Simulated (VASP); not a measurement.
Crystal: HfN.

```xyz
4
Lattice="3.1339 0.0000 0.0000 -1.5670 2.7140 0.0000 0.0000 0.0000 5.4168" Properties=species:S:1:pos:R:3 pbc="T T T"
Hf    1.5670    0.9047    4.0626
Hf    0.0000    1.8094    1.3542
N     0.0000    0.0000    0.0000
N     0.0000    0.0000    2.7084
```

Base run:

```yaml
Program: VASP 6.6.1
Functional: r2SCAN
Potentials_or_basis: VASP PAW PBE potentials, release 64 (Hf_pv, N)
Cutoff: 520 eV
k_mesh: 7 × 7 × 4
Occupations: fermi-dirac, width 0.1 eV
Spin: no spin polarisation
```

Its results: band gap on the k mesh zero (band 15 reaches 9.94 eV, above the bottom of band 16 at 7.55 eV); pressure -0.2 GPa.

Question: The run is repeated on the same cell with these changes: k mesh from 7 × 7 × 4 to 4 × 4 × 2. What comes out?

Answer: Band gap on the k mesh zero (band 15 reaches 9.95 eV, above the bottom of band 16 at 7.63 eV); pressure 1.4 GPa.

Caveats: some runs use coarse meshes; the PAW data sets were made with another functional, which shifts forces and pressure a little; spin-orbit coupling is left out, which moves the levels of the heavy elements.
